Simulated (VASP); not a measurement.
Wanted: the native input for a VASP 6.6.1 run.

```yaml
Task: relaxation of cell and atoms
Functional: PBE
Potentials_or_basis: VASP PAW PBE potentials, release 64 (Sc_sv, Ga_d, N_h)
Cutoff: 910 eV
k_mesh: 6 × 6 × 4
Occupations: gaussian, width 0.1 eV
Spin: no spin polarisation
Dipole_correction: no
Further_INCAR_settings: ALGO = Normal; EDIFF = 1e-07; IBRION = 2; EDIFFG = -0.04; NSW = 90; ISIF = 3
```

The structure of ScGaN lies in POSCAR:

```
ScGaN
1.0
    3.8521282800      0.0000000000      0.0000000000
   -1.9260641400      3.3360409500      0.0000000000
    0.0000000000      0.0000000000      3.8560319800
Sc Ga N
1 1 1
Direct
    0.3333333300      0.6666666700      0.5000000000
    0.6666666700      0.3333333300      0.0000000000
    0.0000000000      0.0000000000      0.5000000000
```

The cell was built from a structure type or drawn by symmetry, and may not be a known phase.

These files were run (other wordings do the same):

INCAR

```
ALGO     = Normal         # electronic algorithm
EDIFF    = 1E-7           # SCF threshold, eV
EDIFFG   = -0.04          # ionic threshold
ENCUT    = 910            # plane-wave cutoff, eV
GGA      = PE             # functional
GGA_COMPAT= False        
IBRION   = 2              # ionic algorithm
ISIF     = 3              # what is computed and relaxed
ISMEAR   = 0              # smearing method
LASPH    = True           # aspherical terms in the spheres
LCHARG   = False          # write CHGCAR
LREAL    = False          # projectors in reciprocal space
LWAVE    = False          # write WAVECAR
NELM     = 120            # most SCF steps
NELMIN   = 4            
NSW      = 90             # ionic steps
PREC     = Accurate       # precision mode
SIGMA    = 0.1            # smearing width, eV
```

KPOINTS

```
k-points
0
Gamma
  6 6 4
```

Potentials or basis: VASP PAW PBE potentials, release 64 (Sc_sv, Ga_d, N_h).

Run with:

```console
$ cat potpaw_PBE.64/Sc_sv/POTCAR potpaw_PBE.64/Ga_d/POTCAR potpaw_PBE.64/N_h/POTCAR > POTCAR
$ mpirun -np 1 vasp_std > vasp.out
```

It gave:

```
Relaxed volume                        : 17.41 Å³/atom
Relaxed cell                          : a = 3.538 Å, b = 3.538 Å, c = 4.817 Å, α = 90.00°, β = 90.00°, γ = 120.00°
Space group after relaxing (to 0.1 Å) : P-6m2 (No. 187)
Energy gained by relaxing             : 243.0 meV/atom
Ionic steps                           : 10
Pressure after relaxing               : 0.1 GPa
Band gap on the k mesh                : zero (an odd number of electrons rules out a gap without spin polarisation)
```

Caveat: the k points lie up to 0.34 Å⁻¹ apart in the final cell, too coarse for converged energies and pressures of a metal; the cutoff is under 1.25 times the usual one of these potentials, so pressure, stress and relaxed cells hold a basis-set (Pulay) error; a cell axis changed by over 15 % at a fixed basis, so the end point is rough.

Run time: 2.7 min on 1 thread of Intel(R) Xeon(R) 6975P-C (Granite Rapids) (shared host), peak memory 0.27 GiB.
